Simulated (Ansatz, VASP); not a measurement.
**Te2Pb3Se: VASP beside Ansatz**

```
Te Pb Se
1.0
    -4.45091   -0.76255    0.00383
     1.10093   -6.43915   -0.00541
     0.01391   -0.01029   13.71663
Te Pb Se
4 6 2
Direct
  0.74100 0.74991 0.92098
  0.74105 0.74990 0.57904
  0.24150 0.24951 0.07903
  0.24165 0.24975 0.42099
  0.76028 0.25021 0.90660
  0.75634 0.27756 0.25000
  0.76108 0.24957 0.59357
  0.25506 0.72258 0.74996
  0.25855 0.75079 0.09344
  0.25947 0.75039 0.40641
  0.74178 0.73826 0.24996
  0.24224 0.26156 0.75001
```

Change from the starting cell: cell x1, atoms moved at random (sigma 0.1 Å) and cell strained at random (1.5 %), then relaxed without symmetry.

Alike in both runs: functional PBE; k mesh 4 × 4 × 1; occupations gaussian, width 0.1 eV; no spin polarisation.

Ansatz relaxed the structure, and its values are those at the end. VASP's run is a single point on that final structure, the one shown.

```csv
,VASP,Ansatz
version,VASP 6.6.1,Ansatz 0.2.0
potentials or method,"VASP PAW PBE potentials, release 64 (Te, Pb_d, Se), cutoff 520 eV","scalar-relativistic, plane waves, PAW"
valence electrons in the cell,120,180
```

```csv
,VASP,Ansatz,Ansatz less VASP
gap on the k mesh at the Fermi level (eV),0.74,0.74,-0.004
least direct gap on the mesh (eV),0.74,0.74,-0.004
pressure (GPa),0.0,0.0,+0.03
rms of the force components (eV/Å),0.004,0.003,-0.0006
```

VASP's potentials hold 120 valence electrons a cell and Ansatz's 180, so a difference there can come from the potentials and not from the codes.

The k mesh is coarse, so the values compare programs but aren't converged. Spin-orbit coupling is off throughout.
